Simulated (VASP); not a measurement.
Wanted: the native input for a VASP 6.6.1 run.

```
Task                   : single point
Functional             : PBE
Potentials or basis    : VASP PAW PBE potentials, release 64 (Os_sv_GW)
Cutoff                 : 560 eV
k mesh                 : 4 × 4 × 4
Occupations            : gaussian, width 0.1 eV
Spin                   : no spin polarisation
Hubbard terms          : Os d U = 7.5 eV, J = 0.69 eV
Dipole correction      : no
LDAUTYPE               : 1
Hund's J               : 0.69
Further INCAR settings : ALGO = Normal; EDIFF = 1e-06; NBANDS = 14
```

The structure of Os lies in POSCAR:

```
Os
1.0
    0.0000000000      1.9220413878      1.9220413878
    1.9220413878      0.0000000000      1.9220413878
    1.9220413878      1.9220413878      0.0000000000
Os
1
Direct
    0.0000000000      0.0000000000      0.0000000000
```

This isn't the form of Os at room conditions, which is hcp.

The input as run:

INCAR

```
PREC = Accurate
ENCUT = 560
EDIFF = 1E-6
ISMEAR = 0
SIGMA = 0.1
LREAL = F
LASPH = T
NELM = 200
ALGO = Normal
ISIF = 2
LWAVE = F
LCHARG = T
LMAXMIX = 4
LDAU = T
LDAUTYPE = 1
LDAUL = 2
LDAUU = 7.5
LDAUJ = 0.69
LDAUPRINT = 1
GGA = PE
LELF = T
LVHAR = T
NBANDS = 14
GGA_COMPAT = F
```

KPOINTS

```
Automatic mesh
0
Gamma
  4 4 4
```

Potentials or basis: VASP PAW PBE potentials, release 64 (Os_sv_GW).

Run with:

```sh
$ cat potpaw_PBE.64/Os_sv_GW/POTCAR > POTCAR
$ mpirun -np 1 vasp_std > vasp.out
```

It gave:

| Quantity | Value |
| --- | --- |
| Pressure | -1.3 GPa |
| Band gap on the k mesh | zero (bands 8 and 9 overlap by 3.12 eV) |

Caveat: the k points lie up to 0.71 Å⁻¹ apart, too coarse for converged energies and pressures of a metal; spin-orbit coupling is left out, which moves the levels of the heavy elements; U without spin polarisation on a metal has little footing; the U is typed as a test and isn't derived for this compound.

Run time: 4.4 s on 1 thread of AMD EPYC 7R13 Processor (Zen 3) (shared host), peak memory 0.11 GiB.
